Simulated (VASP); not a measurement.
Here is a VASP 6.6.1 calculation.

File INCAR:

```
SYSTEM = HfC
PREC = Accurate
ENCUT = 600
EDIFF = 1E-6
ISMEAR = 0
SIGMA = 0.025
LREAL = .FALSE.
LASPH = .TRUE.
NELM = 200
ALGO = Normal
ISIF = 2
LWAVE = .FALSE.
LCHARG = .FALSE.
MAGMOM = 0 0 0 0 0 0
LORBIT = 11
LSORBIT = .TRUE.
GGA_COMPAT = .FALSE.
LORBMOM = .TRUE.
LMAXMIX = 4
GGA = LIBXC
LIBXC1 = GGA_X_RPBE
LIBXC2 = GGA_C_LYP
NBANDS = 26
```

KPOINTS

```
Automatic mesh
0
G
  8 8 8
  0 0 0
```

Contents of POSCAR:

```
HfC
1.0
    0.0000000000      2.3250000000      2.3250000000
    2.3250000000      0.0000000000      2.3250000000
    2.3250000000      2.3250000000      0.0000000000
Hf C
1 1
Direct
    0.5000000000      0.5000000000      0.5000000000
    0.0000000000      0.0000000000      0.0000000000
```

Potentials or basis: VASP PAW PBE potentials, release 64 (Hf_pv, C).

The run is started by

```sh
$ cat potpaw_PBE.64/Hf_pv/POTCAR potpaw_PBE.64/C/POTCAR > POTCAR
$ mpirun -np 1 vasp_ncl > vasp.out
```

Question: What does it give for the pressure?

Answer: 10.7 GPa.

Question: What does it give for the net moment?

Answer: 0.00 μB per cell.

Moments on the atoms (μB; x, y, z):
```
Hf  0.00 0.00 0.00
C   0.00 0.00 0.00
```

Caveat: the cell stands under pressure; the PAW data sets were made with another functional, which shifts forces and pressure a little.
